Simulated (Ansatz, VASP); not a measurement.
## Two plane-wave programs on Cu

```
Cu
1.0
     4.09066    0.00000    0.00000
    -2.04533    3.54262    0.00000
     0.00000    0.00000    2.68303
Cu
3
Direct
  0.00000 0.00000 0.00000
  0.33333 0.66667 0.50000
  0.66667 0.33333 0.50000
```

Alike in both runs: task single point; functional PBE; k mesh 12 × 12 × 16; occupations gaussian, width 0.1 eV; no spin polarisation.

|  | VASP | Ansatz |
| --- | --- | --- |
| version | VASP 6.6.1 | Ansatz 0.2.0 |
| potentials or method | VASP PAW PBE potentials, release 64 (Cu), cutoff 520 eV | scalar-relativistic, plane waves, PAW |
| valence electrons in the cell | 33 | 57 |

|  | VASP | Ansatz | Ansatz less VASP |
| --- | --- | --- | --- |
| gap on the k mesh at the Fermi level (eV) | none | none | - |
| pressure (GPa) | -4.6 | -5.7 | -1.19 |
| traceless stress, the component that is largest in VASP (GPa) | -7.76 | -7.70 | +0.057 |

A gap of «none» marks a metal or a gap that the smearing closes. The functional is the same, so the differences come from potentials, cutoffs and numerics. VASP's potentials hold 33 valence electrons a cell and Ansatz's 57, so a difference there can come from the potentials and not from the codes.
